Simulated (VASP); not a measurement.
Runs of VASP 6.6.1 on AlGa3N4. The structure is that of space group Pm (No. 6), or close to it. The cells are those of the table. 

```csv
task,cell,cutoff (eV),gap on the mesh (eV),pressure (GPa),largest force (eV/Å)
relaxation of cell and atoms,"relaxed to 2 GPa from a = 5.109, b = 3.145, c = 5.443 Å, 8 atoms",600,2.46,1.9,0.01
relaxation of shape and atoms at fixed volume,"relaxed from a = 5.310, b = 3.267, c = 5.655 Å, 8 atoms",600,(a),-15.2,0.01
relaxation of cell and atoms,"relaxed to -2 GPa from a = 5.175, b = 3.185, c = 5.514 Å, 8 atoms",600,(b),-2.0,0.01
single point,"a = 5.142, b = 3.165, c = 5.478 Å, 8 atoms",520,2.38,-0.2,0.01
single point,"a = 5.162, b = 3.177, c = 5.396 Å, 8 atoms",520,2.39,1.4,0.24
```

Alike in all rows: level PBEsol; potentials or basis VASP PAW PBE potentials, release 64 (Al, Ga_d, N); no spin polarisation; k mesh 6 × 8 × 6; smearing gaussian 0.02 eV.

**Question.** Fill in the values left out.

**Answer.** (a) 1.73; (b) 2.32.

Caveats: the PAW data sets were made with another functional, which shifts forces and pressure a little; the cell is relaxed towards a set pressure, so the run minimises the enthalpy, not the energy (at least some runs).

A k mesh can miss the band edges, and the runs leave out spin-orbit coupling on Ga.
